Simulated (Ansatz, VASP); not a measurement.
**GaP: VASP beside Ansatz**

The input INCAR:

```
ALGO = Normal
EDIFF = 1E-6
ENCUT = 520
GGA = PE
ISIF = 2
ISMEAR = -1
LASPH = T
LCHARG = T
LELF = T
LREAL = F
LVHAR = T
LWAVE = F
NBANDS = 16
NELM = 100
PREC = Accurate
SIGMA = 0.05
```

The input KPOINTS:

```
k-points
0
Gamma
  10 10 10
```

Contents of POSCAR:

```
GaP
1.0
    0.0000000000      2.7161353834      2.7161353834
    2.7161353834      0.0000000000      2.7161353834
    2.7161353834      2.7161353834      0.0000000000
Ga P
1 1
Direct
    0.0000000000      0.0000000000      0.0000000000
    0.7500000000      0.7500000000      0.7500000000
```

Input for Ansatz:

```yaml
crystal:
  lattice:
    - [0.0, 2.7161353834, 2.7161353834]
    - [2.7161353834, 0.0, 2.7161353834]
    - [2.7161353834, 2.7161353834, 0.0]
  atoms:
    - { symbol: Ga, position: [0.0, 0.0, 0.0] }
    - { symbol: P, position: [0.75, 0.75, 0.75] }
kpoints:
  mp_grid: { grid: [10, 10, 10] }
  band_path:
    path:
      - [0.0, 0.0, 0.0]
      - [-0.5, -0.5, 0.0]
      - [-0.375, -0.375, 0.25]
      - [-0.375, 0.0, 0.375]
      - [0.0, 0.0, 0.0]
      - [0.0, 0.0, 0.5]
      - [-0.5, -0.25, 0.25]
      - [-0.5, -0.5, 0.0]
    npoints: 5
scf:
  occupations: { method: fermi_dirac, width: 0.05 }
hamiltonian:
  xc: pbe
  pseudopotentials: { kind: all_electron, lapw: { basis_error: 0.0005 } }
output:
  forces: true
  stress: true
  eigenvalues: true
```

Change from the starting cell: volume scaled by 0.99.

Alike in both runs: task single point; functional PBE; k mesh 10 × 10 × 10; occupations fermi-dirac, width 0.05 eV; no spin polarisation.

|  | VASP | Ansatz |
| --- | --- | --- |
| version | VASP 6.6.1 | Ansatz 0.2.0 |
| potentials or method | VASP PAW PBE potentials, release 64 (Ga_d, P), cutoff 520 eV | all-electron LAPW, scalar-relativistic |

Ansatz gave:

* pressure (GPa): 3.4

Q: Estimate VASP's values.

A: Pressure (GPa): 3.3.

Ansatz ran all-electron here, and VASP with PAW potentials.
